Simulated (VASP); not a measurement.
# Cr (Cmcm) in VASP: notebook, part 2 of 2

VASP 6.6.1.

## Step 3: Single point, r2SCAN, collinear spin, ferromagnetic start

This run uses another cell than the first one, of 11.50 Å³/atom, 1.064 times its volume.

Contents of POSCAR:

```
Cr
1.0
    1.1470505050     -2.4670251200      0.0000000000
    1.1470505050      2.4670251200      0.0000000000
    0.0000000000      0.0000000000      4.0643107400
Cr
2
Direct
    0.8705325800      0.1294674200      0.7500000000
    0.1294674200      0.8705325800      0.2500000000
```

Contents of INCAR.step1:

```
SYSTEM = Cr
PREC = Accurate
ENCUT = 520
ISMEAR = -1
SIGMA = 0.05
LREAL = .FALSE.
LASPH = .TRUE.
NELM = 150
ISPIN = 2
MAGMOM = 3 3
LMAXMIX = 4
NBANDS = 23
GGA = PE
ALGO = Normal
EDIFF = 1E-4
LWAVE = .TRUE.
LCHARG = .FALSE.
```

Contents of INCAR.step2:

```
SYSTEM = Cr
PREC = Accurate
ENCUT = 520
EDIFF = 1E-6
ISMEAR = -1
SIGMA = 0.05
LREAL = .FALSE.
LASPH = .TRUE.
NELM = 150
ALGO = Normal
ISIF = 2
LWAVE = .FALSE.
LCHARG = .TRUE.
ISPIN = 2
MAGMOM = 3 3
LORBIT = 11
LMAXMIX = 4
METAGGA = R2SCAN
LMIXTAU = .TRUE.
LELF = .TRUE.
LVHAR = .TRUE.
NBANDS = 23
ISTART = 1
```

Contents of KPOINTS:

```
regular mesh
0
G
  13 13 7
  0 0 0
```

Potentials or basis: VASP PAW PBE potentials, release 64 (Cr_pv).

Run with:

```
$ cat potpaw_PBE.64/Cr_pv/POTCAR > POTCAR
$ cp INCAR.step1 INCAR
$ mpirun -np 1 vasp_std > vasp.out
$ cp INCAR.step2 INCAR
$ mpirun -np 1 vasp_std > vasp.out
```

OUTCAR:

```text
SYSTEM = Cr
   PREC = Accurate
   ENCUT = 520
   EDIFF = 1E-6
   ISMEAR = -1
   LREAL = .FALSE.
   LASPH = .TRUE.
   NELM = 150
   ISIF = 2
   ISPIN = 2
   LORBIT = 11
   METAGGA = R2SCAN
   ISTART = 1

 ion  position               nearest neighbor table
   1  0.871  0.129  0.750-   2 2.40   2 2.40   2 2.62   2 2.62   2 2.62   2 2.62
   2  0.129  0.871  0.250-   1 2.40   1 2.40   1 2.62   1 2.62   1 2.62   1 2.62

  LATTYP: Found a base centered orthorhombic cell.
 ALAT       =     2.2941010100
 B/A-ratio  =     2.1507554456
 C/A-ratio  =     1.7716354782

  Lattice vectors:

 A1 = (   1.1470505050,  -2.4670251200,   0.0000000000)
 A2 = (   1.1470505050,   2.4670251200,   0.0000000000)
 A3 = (   0.0000000000,   0.0000000000,   4.0643107400)

Analysis of symmetry for initial positions (statically):
=====================================================================
 Subroutine PRICEL returns:
 Original cell was already a primitive cell.

 Routine SETGRP: Setting up the symmetry group for a
 base centered orthorhombic supercell.
[... 827 lines left out ...]
      6     -33.0648      1.00000
[... 613 lines left out ...]
     22      23.1706      0.00000
     23      24.2864      0.00000

 [... further k-points ...]

------------------------ aborting loop because EDIFF is reached ----------------------------------------

  FORCE on cell =-STRESS in cart. coord.  units (eV):
  Direction    XX          YY          ZZ          XY          YZ          ZX
  --------------------------------------------------------------------------------------
  -------------------------------------------------------------------------------------
  Total        0.3579026      0.3371605      0.6313513      0.0000000      0.0000000      0.0000000
  in kB       24.9288622     23.4841201     43.9752815      0.0000000      0.0000000      0.0000000
  external PRESSURE =      30.7960879 kB  Pullay stress =       0.0000000 kB

 VOLUME and BASIS-vectors are now :
 -----------------------------------------------------------------------------
  energy-cutoff  :      520.00
  volume of cell :       23.00
      direct lattice vectors                 reciprocal lattice vectors
     1.147050505 -2.467025120  0.000000000     0.435900597 -0.202673250  0.000000000
     1.147050505  2.467025120  0.000000000     0.435900597  0.202673250  0.000000000
     0.000000000  0.000000000  4.064310740     0.000000000  0.000000000  0.246044179

 POSITION                                       TOTAL-FORCE (eV/Angst)
 -----------------------------------------------------------------------------------
      1.14705     -1.82823      3.04823         0.000000      0.051258      0.000000
      1.14705      1.82823      1.01608         0.000000     -0.051258     -0.000000
 -----------------------------------------------------------------------------------
    total drift:                               -0.000000     -0.000000      0.000000

  FREE ENERGIE OF THE ION-ELECTRON SYSTEM (eV)
  ---------------------------------------------------
  free  energy   TOTEN  =       -28.9043541871 eV

  energy  without entropy=      -28.8847392838  energy(sigma->0) =      -28.89454674

 total charge

# of ion       s       p       d       tot
------------------------------------------
    1        0.684   6.410   4.234  11.328
    2        0.684   6.410   4.234  11.328
--------------------------------------------------
tot          1.367  12.819   8.468  22.655

 magnetization (x)

# of ion       s       p       d       tot
------------------------------------------
    1       -0.000  -0.000  -0.000  -0.000
    2       -0.000  -0.000  -0.000  -0.000
--------------------------------------------------
tot         -0.000  -0.000  -0.000  -0.000
```

OUTCAR.step1:

```text
SYSTEM = Cr
   PREC = Accurate
   ENCUT = 520
   ISMEAR = -1
   LREAL = .FALSE.
   LASPH = .TRUE.
[... 1496 lines left out ...]
      1.14705     -1.82823      3.04823         0.000000      0.176966     -0.000000
      1.14705      1.82823      1.01608         0.000000     -0.176966      0.000000
 -----------------------------------------------------------------------------------
    total drift:                               -0.000000     -0.000000      0.000000

  FREE ENERGIE OF THE ION-ELECTRON SYSTEM (eV)
  ---------------------------------------------------
  free  energy   TOTEN  =       -18.3764515330 eV

  energy  without entropy=      -18.3529633778  energy(sigma->0) =      -18.36470746
```

OSZICAR.step1:

```text
N       E                     dE             d eps       ncg     rms          rms(c)
DAV:   1     0.243635661296E+03    0.24364E+03   -0.13324E+04 18176   0.130E+03
DAV:   2    -0.108126569742E+02   -0.25445E+03   -0.24473E+03 18473   0.382E+02
DAV:   3    -0.187835901602E+02   -0.79709E+01   -0.79086E+01 22890   0.793E+01
DAV:   4    -0.188514672301E+02   -0.67877E-01   -0.67815E-01 18892   0.748E+00
DAV:   5    -0.188523077270E+02   -0.84050E-03   -0.84039E-03 18984   0.782E-01    0.236E+01
DAV:   6    -0.181096946761E+02    0.74261E+00   -0.78502E+00 19628   0.310E+01    0.592E+00
DAV:   7    -0.183561732942E+02   -0.24648E+00   -0.35789E-01 20202   0.562E+00    0.426E+00
DAV:   8    -0.183765709947E+02   -0.20398E-01   -0.13015E-02 19054   0.119E+00    0.131E+00
DAV:   9    -0.183755785068E+02    0.99249E-03   -0.98845E-03 19957   0.868E-01    0.419E-01
DAV:  10    -0.183764113990E+02   -0.83289E-03   -0.27647E-03 19089   0.397E-01    0.130E-01
DAV:  11    -0.183764515330E+02   -0.40134E-04   -0.68011E-05 12196   0.847E-02
   1 F= -.18376452E+02 E0= -.18364707E+02  d E =-.234882E-01  mag=    -0.0068
```

It took 9.3 min on 1 thread of Oxide Virtual Turin-like, shared host; peak memory 0.22 GiB.

Results:

```yaml
Free_energy: -28.9044 eV
Pressure: 3.1 GPa
Largest_force: 0.051 eV/Å
Band_gap_on_the_k_mesh: zero (filled and empty bands overlap)
Net_moment: 0.00 μB per cell
Valence_electrons_inside_the_program's_atomic_spheres: Cr 11.33
```

Forces on the atoms (eV/Å):
```
Cr   0.000  0.051  0.000
Cr   0.000 -0.051  0.000
```

Caveat: the starting moments collapsed, and a magnetic state may lie lower; the PAW data sets were made with another functional, which shifts forces and pressure a little.

## Step 4: Single point, r2SCAN, collinear spin, ferromagnetic start

This run uses another cell than the first one, of 11.73 Å³/atom, 1.085 times its volume.

Contents of POSCAR:

```
Cr
1.0
    1.1546470873     -2.4833635108      0.0000000000
    1.1546470873      2.4833635108      0.0000000000
    0.0000000000      0.0000000000      4.0912274896
Cr
2
Direct
    0.8705325800      0.1294674200      0.7500000000
    0.1294674200      0.8705325800      0.2500000000
```

Contents of INCAR.step1:

```
SYSTEM = Cr
PREC = Accurate ; ENCUT = 520
ISMEAR = -1 ; SIGMA = 0.05
LREAL = .FALSE. ; LASPH = .TRUE.
NELM = 150 ; ISPIN = 2
MAGMOM = 3 3 ; LMAXMIX = 4
NBANDS = 23 ; GGA = PE
ALGO = Normal ; EDIFF = 1E-4
LWAVE = .TRUE. ; LCHARG = .FALSE.
```

Contents of INCAR.step2:

```
SYSTEM = Cr
PREC = Accurate ; ENCUT = 520
EDIFF = 1E-6 ; ISMEAR = -1
SIGMA = 0.05 ; LREAL = .FALSE.
LASPH = .TRUE. ; NELM = 150
ALGO = Normal ; ISIF = 2
LWAVE = .FALSE. ; LCHARG = .FALSE.
ISPIN = 2 ; MAGMOM = 3 3
LORBIT = 11 ; LMAXMIX = 4
METAGGA = R2SCAN ; LMIXTAU = .TRUE.
NBANDS = 23 ; ISTART = 1
```

Contents of KPOINTS:

```
Automatic mesh
0
G
  13 13 7
  0 0 0
```

Run with:

```
$ cat potpaw_PBE.64/Cr_pv/POTCAR > POTCAR
$ cp INCAR.step1 INCAR
$ mpirun -np 1 vasp_std > vasp.out
$ cp INCAR.step2 INCAR
$ mpirun -np 1 vasp_std > vasp.out
```

It took 12 min on 1 thread of Oxide Virtual Turin-like, shared host; peak memory 0.22 GiB.

The run converged. Its results:

```yaml
Free_energy: -28.9059 eV
Pressure: -2.0 GPa
Largest_force: 0.036 eV/Å
Band_gap_on_the_k_mesh: zero (filled and empty bands overlap)
Net_moment: 0.00 μB per cell
Valence_electrons_inside_the_program's_atomic_spheres: Cr 11.29
```

Forces on the atoms (eV/Å):
```
Cr   0.000  0.036  0.000
Cr   0.000 -0.036  0.000
```

Stress tensor (GPa, compression positive):
```
-2.69  0.00  0.00
 0.00 -2.56  0.00
 0.00  0.00 -0.84
```

Levels at points of the mesh, in eV from the Fermi level:
Spin up:
```
           k point  band 10  band 11  band 12  band 13  band 14  band 15
(0.00, 0.00, 0.00)    -2.10    -0.94     0.28     0.76     1.15     1.18
```
Spin down:
| k point | band 10 | band 11 | band 12 | band 13 | band 14 | band 15 |
| --- | --- | --- | --- | --- | --- | --- |
| (0.00, 0.00, 0.00) | -2.10 | -0.94 | 0.28 | 0.76 | 1.15 | 1.18 |

Caveat: the starting moments collapsed, and a magnetic state may lie lower; the PAW data sets were made with another functional, which shifts forces and pressure a little.
